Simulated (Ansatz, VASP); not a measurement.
## Two plane-wave programs on InAs

File POSCAR:

```
InAs
1.0
    0.0000000000      3.0240000793      3.0240000793
    3.0240000793      0.0000000000      3.0240000793
    3.0240000793      3.0240000793      0.0000000000
In As
1 1
Direct
    0.0000000000      0.0000000000      0.0000000000
    0.7500000000      0.7500000000      0.7500000000
```

Contents of INCAR.step1:

```
SYSTEM = InAs
PREC = Accurate
ENCUT = 520
EDIFF = 1E-5
ISMEAR = 0
SIGMA = 0.05
LREAL = .FALSE.
LASPH = .TRUE.
NELM = 100
ALGO = Normal
ISIF = 2
LWAVE = .TRUE.
LCHARG = .FALSE.
GGA = PE
NBANDS = 16
```

INCAR.step2

```
SYSTEM = InAs
PREC = Accurate
ENCUT = 520
EDIFF = 1E-7
ISMEAR = 0
SIGMA = 0.05
LREAL = .FALSE.
LASPH = .TRUE.
NELM = 100
ALGO = Normal
ISIF = 2
LWAVE = .FALSE.
LCHARG = .FALSE.
GGA = PE
LHFCALC = .TRUE.
HFSCREEN = 0.2079
PRECFOCK = Normal
ISTART = 1
NBANDS = 16
```

KPOINTS

```
regular mesh
0
G
  6 6 6
  0 0 0
```

Input for Ansatz:

```yaml
crystal:
  lattice:
    - [0.0, 3.0240000793, 3.0240000793]
    - [3.0240000793, 0.0, 3.0240000793]
    - [3.0240000793, 3.0240000793, 0.0]
  atoms:
    - { symbol: In, position: [0.0, 0.0, 0.0] }
    - { symbol: As, position: [0.75, 0.75, 0.75] }
basis:
  ecutwfc: 420
  ecutrho_ratio: 4
kpoints:
  mp_grid: { grid: [6, 6, 6] }
hamiltonian:
  xc: hse06
scf:
  occupations: { method: gaussian, width: 0.05 }
  n_extra_bands: 9
output:
  forces: true
  stress: true
  eigenvalues: true
  populations: true
  dos: { projected: true, de: 0.02 }
```

Alike in both runs: task single point; functional HSE06; k mesh 6 × 6 × 6; occupations gaussian, width 0.05 eV; no spin polarisation.

|  | VASP | Ansatz |
| --- | --- | --- |
| version | VASP 6.6.1 | Ansatz 0.2.0 |
| potentials or method | VASP PAW PBE potentials, release 64 (In_d, As), cutoff 520 eV | scalar-relativistic, plane waves, PAW |
| valence electrons in the cell | 18 | 28 |

```tsv
	VASP	Ansatz	Ansatz less VASP
gap on the k mesh at the Fermi level (eV)	0.54	0.54	+0.002
least direct gap on the mesh (eV)	0.54	0.54	+0.002
pressure (GPa)	1.7	1.8	+0.17
```

VASP's potentials hold 18 valence electrons a cell and Ansatz's 28, so a difference there can come from the potentials and not from the codes. Ansatz's warnings: stress exchange threshold loose, stress scf threshold loose.
